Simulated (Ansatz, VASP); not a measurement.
**One calculation of SbSe2, two programs**

```
Sb Se
1.0
     6.56580    0.00000    0.00000
     0.00000    6.34511    0.00000
     0.00000    0.00000    3.97737
Sb Se
2 4
Direct
  0.50000 0.50000 0.50000
  0.00000 0.00000 0.00000
  0.30590 0.91480 0.50000
  0.80590 0.58520 0.00000
  0.69410 0.08520 0.50000
  0.19410 0.41480 0.00000
```

Alike in both runs: functional PBE; k mesh 6 × 6 × 10; occupations gaussian, width 0.1 eV; no spin polarisation.

Ansatz relaxed the structure, and its values are those at the end. VASP's run is a single point on that final structure, the one shown.

```csv
,VASP,Ansatz
version,VASP 6.6.1,Ansatz 0.2.0
potentials or method,"VASP PAW PBE potentials, release 64 (Sb, Se), cutoff 520 eV","scalar-relativistic, plane waves, PAW"
valence electrons in the cell,34,94
```

Ansatz gave:

```
gap on the k mesh at the Fermi level (eV) : none
pressure (GPa)                            : 0.0
rms of the force components (eV/Å)        : 0.004
```

Task: Which values does VASP return?

Result: gap on the k mesh at the Fermi level (eV): none; pressure (GPa): -0.1; rms of the force components (eV/Å): 0.004.

A gap of «none» marks a metal or a gap that the smearing closes. With one functional, cell and mesh, what is left measures potentials, basis and numerics. VASP's potentials hold 34 valence electrons a cell and Ansatz's 94, so a difference there can come from the potentials and not from the codes.

Spin-orbit coupling is off throughout.
